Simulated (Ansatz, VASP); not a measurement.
# One calculation of I, two programs

```
I
1.0
     0.00000    2.41200    3.98652
     2.23524    0.00000    3.98652
     2.23524    2.41200    0.00000
I
1
Direct
  0.00000 0.00000 0.00000
```

Alike in both runs: task single point; functional r2SCAN; dispersion D3(BJ); k mesh 9 × 9 × 9; occupations fermi-dirac, width 0.05 eV; no spin polarisation.

|  | VASP | Ansatz |
| --- | --- | --- |
| version | VASP 6.6.1 | Ansatz 0.2.0 |
| potentials or method | VASP PAW PBE potentials, release 64 (I) | Ansatz PAW |
| plane-wave cutoff (eV) | 520 | 500 |
| valence electrons in the cell | 7 | 17 |

|  | VASP | Ansatz | Ansatz less VASP |
| --- | --- | --- | --- |
| gap on the k mesh at the Fermi level (eV) | none | none | - |
| pressure (GPa) | -1.9 | -1.9 | +0.04 |
| traceless stress, the component that is largest in VASP (GPa) | 1.18 | 1.16 | -0.026 |

VASP's potentials were made for PBE, not for r2SCAN. A gap of «none» marks a metal or a gap that the smearing closes. VASP's potentials hold 7 valence electrons a cell and Ansatz's 17, so a difference there can come from the potentials and not from the codes.

Neither program's run includes spin-orbit coupling.
